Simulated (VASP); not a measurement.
# C (P2_1/m) in VASP: single point with PBE

Aim: the single point of C with PBE.

Everything below comes from runs of VASP 6.6.1. Logs are shortened: lines on timing, memory, paths and dates and some standing lists are left out, and cuts for length are marked.

### Step 1. The cell of the first run

Symmetry: P2_1/m, No. 11, monoclinic system. The conventional cell has a = 2.294 Å, b = 8.565 Å, c = 2.425 Å, α = 90.00°, β = 118.23°, γ = 90.00°. Within 1.8 Å of C (site symmetry m) lie 3 C at 1.35 to 1.42 Å. Within 1.8 Å of C (site symmetry m) lie 3 C at 1.35 to 1.42 Å.

### Step 2. Single point, PBE (mode 4 frozen in at -0.427 Å, normal strain along x -0.0700)

The input, INCAR:

```
  ALGO = Normal
  EDIFF = 1E-6
  ENCUT = 520
  GGA = PE
  ISIF = 2
  ISMEAR = 0
  LASPH = T
  LCHARG = F
  LREAL = F
  LWAVE = F
  NBANDS = 16
  NELM = 80
  PREC = Accurate
  SIGMA = 0.15
```

The input, KPOINTS:

```
k-points
0
Gamma
  18 18 6
```

The input, POSCAR:

```
C
1.0
    2.2938665104      0.0000000000      0.0000000000
   -1.1469332552      2.1360716891      0.0000000000
    0.0000000000      0.0000000000      8.5653080463
C
4
Direct
   -0.1731148902      0.0000000000      0.0025000000
    0.1731148902      0.0000000000      0.5025000000
    0.1602151513      0.6666666667      0.0025000000
    0.8397848487      0.3333333333      0.5025000000
```

Potentials or basis: VASP PAW PBE potentials, release 64 (C).

Command:

```bash
$ cat potpaw_PBE.64/C/POTCAR > POTCAR
$ mpirun -np 1 vasp_std > vasp.out
```

OUTCAR:

```text
EDIFF = 1E-6
   ENCUT = 520
   GGA = PE
   ISIF = 2
   ISMEAR = 0
   LASPH = T
   LREAL = F
   NELM = 80
   PREC = Accurate

 ion  position               nearest neighbor table
   1  0.827  0.000  0.002-   3 1.35   3 1.35   3 1.42
   2  0.173  0.000  0.502-   4 1.35   4 1.35   4 1.42
   3  0.160  0.667  0.002-   1 1.35   1 1.35   1 1.42
   4  0.840  0.333  0.502-   2 1.35   2 1.35   2 1.42

  LATTYP: Found a base centered orthorhombic cell.
 ALAT       =     2.2938665104
 B/A-ratio  =     1.8624202232
 C/A-ratio  =     3.7340045759

  Lattice vectors:

 A1 = (   1.1469332552,  -2.1360716891,   0.0000000000)
 A2 = (   1.1469332552,   2.1360716891,   0.0000000000)
 A3 = (   0.0000000000,   0.0000000000,   8.5653080463)

Analysis of symmetry for initial positions (statically):
=====================================================================
 Subroutine PRICEL returns:
 Original cell was already a primitive cell.

 Routine SETGRP: Setting up the symmetry group for a
 base centered orthorhombic supercell.

 Subroutine GETGRP returns: Found  4 space group operations
 (whereof  1 operations were pure point group operations)
 out of a pool of  8 trial point group operations.

The static configuration has the point symmetry C_1 .
 The point group associated with its full space group is C_2h.

Analysis of symmetry for dynamics (positions and initial velocities):
=====================================================================
 Subroutine PRICEL returns:
 Original cell was already a primitive cell.

 Routine SETGRP: Setting up the symmetry group for a
 base centered orthorhombic supercell.

 Subroutine GETGRP returns: Found  4 space group operations
 (whereof  1 operations were pure point group operations)
 out of a pool of  8 trial point group operations.

The dynamic configuration has the point symmetry C_1 .
 The point group associated with its full space group is C_2h.

 Subroutine INISYM returns: Found  4 space group operations
 (whereof  1 operations are pure point group operations),
 and found     1 'primitive' translations

[... 93 lines left out ...]
   LNONCOLLINEAR =      F non collinear calculations
   LSORBIT =      F    spin-orbit coupling
   LASPH  =      T    aspherical Exc in radial PAW
   ENCUT  =  520.0 eV  38.22 Ry    6.18 a.u.   4.27  4.51 15.93*2*pi/ulx,y,z
   NELM   =     80;   NELMIN=  2; NELMDL= -5     # of ELM steps
   EDIFF  = 0.1E-05   stopping-criterion for ELM
   LREAL  =      F    real-space projection
   EDIFFG = 0.1E-04   stopping-criterion for IOM
   NSW    =      0    number of steps for IOM
   IBRION =     -1    ionic relax: 0-MD 1-quasi-New 2-CG
   NFREE  =      0    steps in history (QN), initial steepest desc. (CG)
   ISIF   =      2    stress and relaxation
   ISYM   =      2    0-nonsym 1-usesym 2-fastsym
   POTIM  = 0.5000    time-step for ionic-motion
   TEBEG  =    0.0;   TEEND  =   0.0 temperature during run
   PSTRESS=    0.0 pullay stress
   NELECT =      16.0000    total number of electrons
   NUPDOWN=      -1.0000    fix difference up-down
   EMIN   =  10.00;   EMAX   =-10.00  energy-range for DOS
   EFERMI =   0.00;   METHOD = LEGACY
   ISMEAR =     0;   SIGMA  =   0.15  broadening in eV -4-tet -1-fermi 0-gaus
   EFERMI_NEDOS =   21; number of points for ismear=-14 and -15
   IALGO  =     38    algorithm
   IMIX   =      4    mixing-type and parameters
     AMIX     =   0.40;   BMIX     =  1.00
     AMIX_MAG =   1.60;   BMIX_MAG =  1.00
  volume/ion in A,a.u.               =      10.49        70.80
  Fermi-wavevector in a.u.,A,eV,Ry     =   1.187060  2.243217 19.172111  1.409110
  Thomas-Fermi vector in A             =   2.323219
   LORBIT       =      0    0 simple, 1 ext, 2 COOP (PROOUT), +10 PAW based schemes
   GGA     = PE    functional components
   LHFCALC =     F    Hartree Fock is set to
   AEXX    =    0.0000 exact exchange contribution
   IVDW    =     0    specifies the selected vdW correction
   LEPSILON=     F    determine dielectric tensor
   LRPA    =     F    only Hartree local field effects (RPA)
 non-spin polarized calculation
 Gauss-broadening in eV      SIGMA  =   0.15
  energy-cutoff  :      520.00
  volume of cell :       41.97
 maximum number of plane-waves:      1164
 NGX is ok and might be reduce to    18
   NGX =  9   NGY =  9   NGZ = 31

 number of electron      15.9999999 magnetization

 Free energy of the ion-electron system (eV)
  ---------------------------------------------------
  ext. energy  EPLUGINS =         0.00000000
  ---------------------------------------------------
  free energy    TOTEN  =       -36.22130294 eV

  energy without entropy =      -36.22130269  energy(sigma->0) =      -36.22130282

 E-fermi :   3.3744     XC(G=0):  -8.8666

 val. band max:        2.9495510391   @ k =   0.3889   0.2778   0.0000
 cond. band min:       3.7893311789   @ k =   0.3333   0.3333   0.0000
 fundamental gap:      0.8397801398
 Fermi energy:         3.3743696623

 k-point     1 :       0.0000    0.0000    0.0000
  band No.  band energies     occupation
      1     -17.0726      2.00000
      2     -17.0412      2.00000
      3      -5.2319      2.00000
      4      -4.7969      2.00000
      5       0.1101      2.00000
      6       0.1118      2.00000
[... 433 lines left out ...]
      3      -4.5706      2.00000
      4      -4.1474      2.00000
      5      -1.4302      2.00000
      6      -1.4271      2.00000
[... 8 lines left out ...]
     15      14.2559      0.00000
     16      14.7650      0.00000

 [... further k-points ...]

------------------------ aborting loop because EDIFF is reached ----------------------------------------

  FORCE on cell =-STRESS in cart. coord.  units (eV):
  Direction    XX          YY          ZZ          XY          YZ          ZX
  --------------------------------------------------------------------------------------
  -------------------------------------------------------------------------------------
  Total       19.4047184      3.3070314     -0.0055774     -0.0004234      0.0000000      0.0000000
  in kB      740.7829456    126.2472559     -0.2129199     -0.0161630      0.0000000      0.0000000
  external PRESSURE =     288.9390939 kB  Pullay stress =       0.0000000 kB

 VOLUME and BASIS-vectors are now :
 -----------------------------------------------------------------------------
  energy-cutoff  :      520.00
  volume of cell :       41.97
      direct lattice vectors                 reciprocal lattice vectors
     2.293866510  0.000000000  0.000000000     0.435945159  0.234074541  0.000000000
    -1.146933255  2.136071689  0.000000000     0.000000000  0.468149082  0.000000000
     0.000000000  0.000000000  8.565308046     0.000000000  0.000000000  0.116750033

 POSITION                                       TOTAL-FORCE (eV/Angst)
 -----------------------------------------------------------------------------------
      1.89676      0.00000      0.02141         0.000586      1.380451      0.000000
      0.39710      0.00000      4.30407        -0.000586     -1.380451      0.000000
     -0.39711      1.42405      0.02141         0.000133     -1.381988      0.000000
      1.54404      0.71202      4.30407        -0.000133      1.381988      0.000000
 -----------------------------------------------------------------------------------
    total drift:                               -0.000000      0.000000     -0.000014

  FREE ENERGIE OF THE ION-ELECTRON SYSTEM (eV)
  ---------------------------------------------------
  free  energy   TOTEN  =       -36.2213029409 eV

  energy  without entropy=      -36.2213026892  energy(sigma->0) =      -36.22130282
```

OSZICAR:

```text
N       E                     dE             d eps       ncg     rms          rms(c)
DAV:   1     0.383028166566E+02    0.38303E+02   -0.73610E+03 21008   0.881E+02
DAV:   2    -0.366422039959E+02   -0.74945E+02   -0.68787E+02 28680   0.192E+02
DAV:   3    -0.396987314702E+02   -0.30565E+01   -0.30390E+01 28328   0.365E+01
DAV:   4    -0.397295754607E+02   -0.30844E-01   -0.30831E-01 26768   0.443E+00
DAV:   5    -0.397301123693E+02   -0.53691E-03   -0.53685E-03 28048   0.558E-01    0.103E+01
DAV:   6    -0.371056474731E+02    0.26245E+01   -0.19073E+00 25872   0.852E+00    0.604E+00
DAV:   7    -0.362023740972E+02    0.90327E+00   -0.24151E+00 27520   0.962E+00    0.180E+00
DAV:   8    -0.362222434650E+02   -0.19869E-01   -0.10861E-01 24944   0.192E+00    0.305E-01
DAV:   9    -0.362209618724E+02    0.12816E-02   -0.24390E-03 27760   0.340E-01    0.156E-01
DAV:  10    -0.362212754914E+02   -0.31362E-03   -0.11365E-03 24392   0.212E-01    0.887E-02
DAV:  11    -0.362212997774E+02   -0.24286E-04   -0.41999E-05 27368   0.433E-02    0.169E-02
DAV:  12    -0.362213022772E+02   -0.24998E-05   -0.16577E-06 24552   0.998E-03    0.286E-03
DAV:  13    -0.362213029409E+02   -0.66375E-06   -0.66511E-07 22256   0.716E-03
   1 F= -.36221303E+02 E0= -.36221303E+02  d E =-.251711E-06
```

Run time: 4.2 min. Hardware: 1 thread of Intel Xeon 6975P-C, shared host; peak memory 0.4 GiB.

Results:

| Quantity | Value |
| --- | --- |
| Free energy | -36.2213 eV |
| Pressure | 28.9 GPa |
| Largest force | 1.382 eV/Å |
| Band gap on the k mesh | 0.84 eV, indirect (least direct gap 0.86 eV) |

Forces in eV/Å, atoms in the order of the input:
```
C    0.001  1.380  0.000
C   -0.001 -1.380  0.000
C    0.000 -1.382  0.000
C    0.000  1.382  0.000
```

Caveat: the cell differs from its parent crystal (mode 4 frozen in at -0.427 Å, normal strain along x -0.0700); this functional lacks dispersion, which binds the layers, so the pressure and a relaxed spacing across them are unreliable; forces of over 1 eV/Å act on the atoms, so gaps and moduli don't describe the material at rest.
